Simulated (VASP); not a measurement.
# MnPt2 (P-3m1) in VASP: a series of runs, part 3 of 3

VASP 6.6.1. The steps go on from the part before.

## Step 8: Summary

```tsv
spin	fixed moment (μB)	k mesh	pressure (GPa)	moment (μB)	largest force (eV/Å)
collinear, ferromagnetic start	1.0	9 × 9 × 4	-23.2	1.00	0.29
collinear, ferromagnetic start	2.0	9 × 9 × 4	-19.5	2.00	0.16
collinear, ferromagnetic start	3.0	9 × 9 × 4	-15.2	3.00	0.03
collinear, ferromagnetic start	4.0	9 × 9 × 4	-11.2	4.00	0.07
collinear, ferromagnetic start	5.0	9 × 9 × 4	-7.7	5.00	0.08
non-collinear, typed start, SOC	-	11 × 11 × 4	-9.7	4.39	0.07
```

Alike in all rows: task single point; level PBEsol; potentials or basis VASP PAW PBE potentials, release 64 (Pt, Mn_pv); cell as given; cutoff (eV) 520; smearing fermi-dirac 0.05 eV.

Caveats: the PAW data sets were made with another functional, which shifts forces and pressure a little; the total moment is fixed, so each spin has its own Fermi level and the state may be an excited one (at least some runs); the cell stands under tension (at least some runs); the stress differs along the axes, from -26 to -17 GPa (at least some runs); the stress differs along the axes, from -22 to -15 GPa (at least some runs).

Total energies depend on the potentials used, so only differences within one code and one set of settings carry meaning.
